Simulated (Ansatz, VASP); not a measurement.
## Ni: VASP beside Ansatz

```xyz
2
Lattice="2.4144 0.0000 0.0000 -1.2072 2.0909 0.0000 0.0000 0.0000 3.9707" Properties=species:S:1:pos:R:3 pbc="T T T"
Ni    0.0000    1.3939    0.9927
Ni    1.2072    0.6970    2.9780
```

Alike in both runs: task single point; functional PBE; k mesh 16 × 16 × 9; occupations fermi-dirac, width 0.1 eV; no spin polarisation.

```csv
,VASP,Ansatz
version,VASP 6.6.1,Ansatz 0.2.0
potentials or method,"VASP PAW PBE potentials, release 64 (Ni), cutoff 520 eV","plane waves (420 eV) with PAW, scalar-relativistic"
valence electrons in the cell,20,36
```

|  | VASP | Ansatz | Ansatz less VASP |
| --- | --- | --- | --- |
| pressure (GPa) | 20.0 | 20.4 | +0.31 |
| traceless stress, the component that is largest in VASP (GPa) | -0.06 | -0.01 | +0.051 |

The functional is the same, so the differences come from potentials, cutoffs and numerics. VASP's potentials hold 20 valence electrons a cell and Ansatz's 36, so a difference there can come from the potentials and not from the codes.
